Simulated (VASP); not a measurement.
Set up this calculation in VASP 6.6.1, as the native input.

| Quantity | Value |
| --- | --- |
| Task | single point |
| Functional | PBE |
| Potentials or basis | VASP PAW PBE potentials, release 64 (Hf_pv) |
| Cutoff | 520 eV |
| k mesh | 15 × 15 × 15 |
| Occupations | fermi-dirac, width 0.05 eV |
| Spin | collinear spin, ferromagnetic start |
| Starting moments | [0.35] μB |
| Fixed moment | 0.35 μB |
| Dipole correction | no |
| Further INCAR settings | ALGO = Normal; EDIFF = 1e-06; NBANDS = 15 |

The structure of Hf lies in POSCAR:

```
Hf
1.0
    0.0000000000      2.2200000000      2.2200000000
    2.2200000000      0.0000000000      2.2200000000
    2.2200000000      2.2200000000      0.0000000000
Hf
1
Direct
    0.0000000000      0.0000000000      0.0000000000
```

These files were run (other wordings do the same):

INCAR

```
SYSTEM = Hf
PREC     = Accurate       ! precision mode
ENCUT    = 520            ! plane-wave cutoff, eV
EDIFF    = 1E-6           ! SCF threshold, eV
ISMEAR   = -1             ! smearing method
SIGMA    = 0.05           ! smearing width, eV
LREAL    = .FALSE.        ! projectors in reciprocal space
LASPH    = .TRUE.         ! aspherical terms in the spheres
NELM     = 150            ! most SCF steps
ALGO     = Normal         ! electronic algorithm
ISIF     = 2              ! what is computed and relaxed
LWAVE    = .FALSE.        ! write WAVECAR
LCHARG   = .FALSE.        ! write CHGCAR
ISPIN    = 2              ! spin polarisation
MAGMOM   = 0.35           ! initial moments
LORBIT   = 11             ! projections on sites
NUPDOWN  = 0.35           ! fixed moment
LMAXMIX  = 4              ! l up to which the mixer works
GGA      = PE             ! functional
NBANDS   = 15             ! bands
```

KPOINTS

```
Automatic mesh
0
G
  15 15 15
  0 0 0
```

Potentials or basis: VASP PAW PBE potentials, release 64 (Hf_pv).

Command:

```sh
$ cat potpaw_PBE.64/Hf_pv/POTCAR > POTCAR
$ mpirun -np 1 vasp_std > vasp.out
```

Results of the run:

* Pressure: 3.1 GPa
* Net moment: 0.35 μB per cell
* Site moments: Hf +0.24 μB
* Valence electrons inside the program's atomic spheres: Hf 8.37

Caveat: the total moment is fixed, so each spin has its own Fermi level.

It took 34 s on 1 thread of Intel(R) Xeon(R) Platinum 8488C (Sapphire Rapids), on a shared host, peak memory 0.18 GiB.
